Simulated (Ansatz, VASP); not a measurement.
## One calculation of WS2, two programs

```
W S
1.0
     1.57900    0.91164    6.16333
    -1.57900    0.91164    6.16333
     0.00000   -1.82327    6.16333
W S
1 2
Direct
  0.99189 0.99189 0.99189
  0.75030 0.75030 0.75030
  0.58100 0.58100 0.58100
```

Alike in both runs: task single point; functional PBEsol; dispersion D3(BJ); k mesh 12 × 12 × 12; occupations gaussian, width 0.05 eV; no spin polarisation.

|  | VASP | Ansatz |
| --- | --- | --- |
| version | VASP 6.6.1 | Ansatz 0.2.0 |
| potentials or method | VASP PAW PBE potentials, release 64 (W_sv, S), cutoff 520 eV | scalar-relativistic, plane waves, PAW |
| valence electrons in the cell | 26 | 26 |

|  | VASP | Ansatz | Ansatz less VASP |
| --- | --- | --- | --- |
| gap on the k mesh at the Fermi level (eV) | 0.68 | 0.66 | -0.018 |
| least direct gap on the mesh (eV) | 1.75 | 1.73 | -0.016 |
| pressure (GPa) | -2.4 | -2.5 | -0.12 |
| rms of the force components (eV/Å) | 1.735 | 1.729 | -0.0064 |

VASP's potentials were made for PBE, not for PBEsol. Atom by atom the forces differ by 0.011 eV/Å (rms over components).

Spin-orbit coupling is off throughout.
